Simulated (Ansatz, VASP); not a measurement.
**CdS in VASP and in Ansatz**

```xyz
2
Lattice="0.0000 2.9122 2.9122 2.9122 0.0000 2.9122 2.9122 2.9122 0.0000" Properties=species:S:1:pos:R:3 pbc="T T T"
Cd    0.0000    0.0000    0.0000
S     4.3683    4.3683    4.3683
```

Alike in both runs: task single point; functional PBEsol; k mesh 8 × 8 × 8; occupations gaussian, width 0.02 eV; no spin polarisation.

|  | VASP | Ansatz |
| --- | --- | --- |
| version | VASP 6.6.1 | Ansatz 0.2.0 |
| potentials or method | VASP PAW PBE potentials, release 64 (Cd, S), cutoff 500 eV | scalar-relativistic, all-electron LAPW |

Ansatz gave:

```
gap on the k mesh at the Fermi level (eV) : 1.01
least direct gap on the mesh (eV)         : 1.01
pressure (GPa)                            : 0.0
```

Question: What did VASP give for the same quantities?

Answer: gap on the k mesh at the Fermi level (eV): 1.02; least direct gap on the mesh (eV): 1.02; pressure (GPa): 0.4.

VASP's potentials were made for PBE, not for PBEsol. Ansatz ran all-electron here, and VASP with PAW potentials.
